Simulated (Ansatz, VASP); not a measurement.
Ni: VASP beside Ansatz

```xyz
1
Lattice="0.0000 1.7673 1.7673 1.7673 0.0000 1.7673 1.7673 1.7673 0.0000" Properties=species:S:1:pos:R:3 pbc="T T T"
Ni    0.0000    0.0000    0.0000
```

Alike in both runs: task single point; functional LDA; k mesh 15 × 15 × 15; occupations fermi-dirac, width 0.1 eV; collinear spin.

|  | VASP | Ansatz |
| --- | --- | --- |
| version | VASP 6.6.1 | Ansatz 0.2.0 |
| potentials or method | VASP PAW LDA potentials, release 64 (Ni), cutoff 520 eV | PAW, plane waves, scalar-relativistic |
| valence electrons in the cell | 10 | 18 |

|  | VASP | Ansatz | Ansatz less VASP |
| --- | --- | --- | --- |
| pressure (GPa) | -18.8 | -18.9 | -0.13 |
| net moment per atom (μB) | 0.59 | 0.62 | +0.027 |
| size of the moment on the site where the two differ most (μB) | 0.60 | 0.65 | +0.049 |

LDA's correlation is that of Perdew and Zunger in VASP and of Perdew and Wang (1992) in Ansatz. Site moments also hang on the region over which each program counts them. VASP's potentials hold 10 valence electrons a cell and Ansatz's 18, so a difference there can come from the potentials and not from the codes.
